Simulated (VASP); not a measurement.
A run of VASP 6.6.1 is set up as follows.

File INCAR:

```
SYSTEM = W
  ALGO = Normal
  EDIFF = 1E-7
  ENCUT = 520
  GGA = RE
  ISIF = 2
  ISMEAR = -1
  LASPH = .True.
  LCHARG = .False.
  LREAL = .False.
  LWAVE = .False.
  NBANDS = 13
  NELM = 60
  PREC = Accurate
  SIGMA = 0.1
```

Contents of KPOINTS:

```
k-points
0
Gamma
  14 14 14
  0 0 0
```

File POSCAR:

```
W
1.0
   -1.5969614455      1.5969614455      1.5969614455
    1.5969614455     -1.5969614455      1.5969614455
    1.5969614455      1.5969614455     -1.5969614455
W
1
Direct
    0.0000000000      0.0000000000      0.0000000000
```

Potentials or basis: VASP PAW PBE potentials, release 64 (W_sv).

Command:

```console
$ cat potpaw_PBE.64/W_sv/POTCAR > POTCAR
$ mpirun -np 1 vasp_std > vasp.out
```

Problem. Estimate the pressure.

Solution. 0.4 GPa.

Problem. What does it give for the band gap on the k mesh?

Solution. Zero (band 7 reaches 16.08 eV, above the bottom of band 8 at 9.93 eV).

Caveat: the PAW data sets were made with another functional, which shifts forces and pressure a little; spin-orbit coupling is left out, which moves the levels of the heavy elements.
